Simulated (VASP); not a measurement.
# SbPt (P6_3/mmc) in VASP: electric field gradients with LDA

Aim: the electric field gradients of SbPt with LDA.

All numbers are computed with VASP 6.6.1; they aren't measurements. Logs are shortened: lines on timing, memory, paths and dates and some standing lists are left out, and cuts for length are marked.

**1. The cell of the first run**

It takes space group P6_3/mmc (No. 194, hexagonal). The conventional cell has a = 4.177 Å, b = 4.177 Å, c = 5.539 Å, α = 90.00°, β = 90.00°, γ = 120.00°. Sb (site symmetry -6m2) has 6 Pt at 2.78 Å and 6 Sb at 3.67 Å within 3.7 Å. Pt (site symmetry -3m) has 2 Pt at 2.77 Å and 6 Sb at 2.78 Å within 3.7 Å.

**2. Electric field gradients, LDA**

Contents of INCAR:

```
SYSTEM = SbPt
PREC = Accurate
ENCUT = 520
EDIFF = 1E-8
ISMEAR = -1
SIGMA = 0.05
LREAL = .FALSE.
LASPH = .TRUE.
NELM = 80
ALGO = Normal
ISIF = 2
LWAVE = .FALSE.
LCHARG = .FALSE.
LEFG = .TRUE.
NBANDS = 23
```

Contents of KPOINTS:

```
regular mesh
0
G
  9 9 6
  0 0 0
```

Contents of POSCAR:

```
SbPt
1.0
    4.1774426617      0.0000000000      0.0000000000
   -2.0887213308      3.6177714679      0.0000000000
    0.0000000000      0.0000000000      5.5392039000
Sb Pt
2 2
Direct
    0.6666666667      0.3333333333      0.7500000000
    0.3333333333      0.6666666667      0.2500000000
    0.0000000000      0.0000000000      0.5000000000
    0.0000000000      0.0000000000      0.0000000000
```

Potentials or basis: VASP PAW LDA potentials, release 64 (Sb, Pt).

Run with:

```
$ cat potpaw_LDA.64/Sb/POTCAR potpaw_LDA.64/Pt/POTCAR > POTCAR
$ mpirun -np 1 vasp_std > vasp.out
```

OUTCAR:

```text
SYSTEM = SbPt
   PREC = Accurate
   ENCUT = 520
   EDIFF = 1E-8
   ISMEAR = -1
   LREAL = .FALSE.
   LASPH = .TRUE.
   NELM = 80
   ISIF = 2

 ion  position               nearest neighbor table
   1  0.667  0.333  0.750-   3 2.78   4 2.78   3 2.78   4 2.78   3 2.78   4 2.78   2 3.67   2 3.67
                             2 3.67   2 3.67   2 3.67   2 3.67
   2  0.333  0.667  0.250-   3 2.78   4 2.78   3 2.78   4 2.78   3 2.78   4 2.78   1 3.67   1 3.67
                             1 3.67   1 3.67   1 3.67   1 3.67
   3  0.000  0.000  0.500-   4 2.77   4 2.77   1 2.78   2 2.78   2 2.78   1 2.78   1 2.78   2 2.78

   4  0.000  0.000  0.000-   3 2.77   3 2.77   1 2.78   2 2.78   2 2.78   1 2.78   1 2.78   2 2.78

  LATTYP: Found a hexagonal cell.
 ALAT       =     4.1774426617
 C/A-ratio  =     1.3259796360

  Lattice vectors:

 A1 = (   4.1774426617,   0.0000000000,   0.0000000000)
 A2 = (  -2.0887213308,   3.6177714679,   0.0000000000)
 A3 = (   0.0000000000,   0.0000000000,   5.5392039000)

Analysis of symmetry for initial positions (statically):
=====================================================================
 Subroutine PRICEL returns:
 Original cell was already a primitive cell.

 Routine SETGRP: Setting up the symmetry group for a
 hexagonal supercell.

 Subroutine GETGRP returns: Found 24 space group operations
 (whereof 12 operations were pure point group operations)
 out of a pool of 24 trial point group operations.

The static configuration has the point symmetry D_3d.
 The point group associated with its full space group is D_6h.

Analysis of symmetry for dynamics (positions and initial velocities):
=====================================================================
 Subroutine PRICEL returns:
 Original cell was already a primitive cell.

 Routine SETGRP: Setting up the symmetry group for a
 hexagonal supercell.

 Subroutine GETGRP returns: Found 24 space group operations
 (whereof 12 operations were pure point group operations)
 out of a pool of 24 trial point group operations.

The dynamic configuration has the point symmetry D_3d.
 The point group associated with its full space group is D_6h.

 Subroutine INISYM returns: Found 24 space group operations
 (whereof 12 operations are pure point group operations),
[... 139 lines left out ...]

 Free energy of the ion-electron system (eV)
  ---------------------------------------------------
  ext. energy  EPLUGINS =         0.00000000
  ---------------------------------------------------
  free energy    TOTEN  =       -26.30576218 eV

  energy without entropy =      -26.29198030  energy(sigma->0) =      -26.29887124

 E-fermi :   9.4850     XC(G=0): -11.4857

 val. band max:        9.4652152387   @ k =   0.0000   0.0000   0.0000
 cond. band min:       9.4999803463   @ k =   0.1111   0.0000   0.1667
 fundamental gap:      0.0347651076
 Fermi energy:         9.4850141154

 k-point     1 :       0.0000    0.0000    0.0000
  band No.  band energies     occupation
      1      -3.1285      2.00000
      2       0.5643      2.00000
      3       2.7683      2.00000
      4       3.7487      2.00000
      5       3.7487      2.00000
      6       3.8411      2.00000
[... 613 lines left out ...]
     22      17.3958      0.00000
     23      17.6936      0.00000

 [... further k-points ...]
[... 5 lines left out ...]
  --------------------------------------------------------------------------------------
  -------------------------------------------------------------------------------------
  Total       -2.2776784     -2.2776784     -2.9798613     -0.0000000     -0.0000000      0.0000000
  in kB      -43.5917199    -43.5917199    -57.0305629     -0.0000000     -0.0000000      0.0000000
  external PRESSURE =     -48.0713342 kB  Pullay stress =       0.0000000 kB

 VOLUME and BASIS-vectors are now :
 -----------------------------------------------------------------------------
  energy-cutoff  :      520.00
  volume of cell :       83.71
      direct lattice vectors                 reciprocal lattice vectors
     4.177442662  0.000000000  0.000000000     0.239380904  0.138206629  0.000000000
    -2.088721331  3.617771468  0.000000000     0.000000000  0.276413259  0.000000000
     0.000000000  0.000000000  5.539203900     0.000000000  0.000000000  0.180531358

 POSITION                                       TOTAL-FORCE (eV/Angst)
 -----------------------------------------------------------------------------------
      2.08872      1.20592      4.15440         0.000000     -0.000000      0.000000
     -0.00000      2.41185      1.38480        -0.000000      0.000000      0.000000
      0.00000      0.00000      2.76960        -0.000000      0.000000      0.000000
      0.00000      0.00000      0.00000        -0.000000      0.000000      0.000000
 -----------------------------------------------------------------------------------
    total drift:                               -0.000000      0.000000      0.000000

  FREE ENERGIE OF THE ION-ELECTRON SYSTEM (eV)
  ---------------------------------------------------
  free  energy   TOTEN  =       -26.3057621778 eV

  energy  without entropy=      -26.2919803012  energy(sigma->0) =      -26.29887124

 Electric field gradients (V/A^2)
---------------------------------------------------------------------
 ion       V_xx      V_yy      V_zz      V_xy      V_xz      V_yz
---------------------------------------------------------------------
   1      -5.452    -5.453    10.905    -0.000     0.000     0.000
   2      -5.452    -5.453    10.905    -0.000    -0.000    -0.000
   3      58.374    58.374  -116.748    -0.001     0.000    -0.000
   4      58.374    58.374  -116.748    -0.001    -0.000     0.000
---------------------------------------------------------------------

 Electric field gradients after diagonalization (V/A^2)
 (convention: |V_zz| > |V_xx| > |V_yy|)
----------------------------------------------------------------------
 ion       V_xx      V_yy      V_zz     asymmetry (V_yy - V_xx)/ V_zz
----------------------------------------------------------------------
   1      -5.453    -5.452    10.905       0.000
   2      -5.453    -5.452    10.905       0.000
   3      58.375    58.373  -116.748       0.000
   4      58.375    58.373  -116.748       0.000
----------------------------------------------------------------------

           NMR quadrupolar parameters

 Cq : quadrupolar parameter    Cq=e*Q*V_zz/h
 eta: asymmetry parameters     (V_yy - V_xx)/ V_zz
 Q  : nuclear electric quadrupole moment in mb (millibarn)
----------------------------------------------------------------------
 ion       Cq(MHz)       eta       Q (mb)
----------------------------------------------------------------------
   1       0.026       0.000       1.000
   2       0.026       0.000       1.000
   3      -0.282       0.000       1.000
   4      -0.282       0.000       1.000
----------------------------------------------------------------------
```

stdout:

```text
POSCAR found type information on POSCAR SbPt
 POSCAR found :  2 types and       4 ions
 scaLAPACK will be used
 LDA part: xc-table for (Slater(with rela. corr.)+CA(PZ))
 , standard interpolation
 POSCAR, INCAR and KPOINTS ok, starting setup
 FFT: planning ... GRIDC
 FFT: planning ... GRID_SOFT
 FFT: planning ... GRID
 WAVECAR not read
 entering main loop
ion   1

ion   2

ion   3

ion   4
```

Wall time 1.7 min (1 thread of Oxide Virtual Turin-like, shared host); peak memory 0.19 GiB.

Results:

| Item | Value |
| --- | --- |
| Free energy | -26.3058 eV |
| Pressure | -4.8 GPa |
| Band gap on the k mesh | zero (band 15 reaches 11.80 eV, above the bottom of band 16 at 7.85 eV) |

Stress tensor (GPa, compression positive):
```
-4.36  0.00  0.00
 0.00 -4.36  0.00
 0.00  0.00 -5.70
```

Electric field gradients, principal values (V/Å²):
| atom | least | middle | greatest (by size) |
| --- | --- | --- | --- |
| 1 Sb | -5.452 | -5.453 | 10.905 |
| 2 Sb | -5.452 | -5.453 | 10.905 |
| 3 Pt | 58.373 | 58.375 | -116.748 |
| 4 Pt | 58.373 | 58.375 | -116.748 |

Caveat: without QUAD_EFG the Cq values of the log hold for a quadrupole moment of 1 mb, not for the nuclei; spin-orbit coupling is left out, which moves the levels of the heavy elements.
